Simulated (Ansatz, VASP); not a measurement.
**ZnS: VASP beside Ansatz**

```xyz
2
Lattice="0.0204 2.7216 2.7216 2.7420 0.0000 2.7420 2.7216 2.7216 0.0204" Properties=species:S:1:pos:R:3 pbc="T T T"
Zn    0.0000    0.0000    0.0000
S     4.1130    4.0823    4.1130
```

Change from the starting cell: strain +0.0150 x Voigt [0, 0, 0, 0, 1, 0], atoms carried along.

Alike in both runs: task single point; functional PBE; k mesh 8 × 8 × 8; occupations gaussian, width 0.05 eV; no spin polarisation.

|  | VASP | Ansatz |
| --- | --- | --- |
| version | VASP 6.6.1 | Ansatz 0.2.0 |
| potentials or method | VASP PAW PBE potentials, release 64 (Zn, S), cutoff 520 eV | scalar-relativistic, plane waves, PAW |
| valence electrons in the cell | 18 | 18 |

|  | VASP | Ansatz | Ansatz less VASP |
| --- | --- | --- | --- |
| gap on the k mesh at the Fermi level (eV) | 1.99 | 1.99 | -0.003 |
| least direct gap on the mesh (eV) | 1.99 | 1.99 | -0.003 |
| pressure (GPa) | 0.2 | 0.0 | -0.14 |
| traceless stress, the component that is largest in VASP (GPa) | -0.97 | -0.96 | +0.007 |
| rms of the force components (eV/Å) | 0.043 | 0.043 | -0.0008 |

Atom by atom the forces differ by 0.001 eV/Å (rms over components).
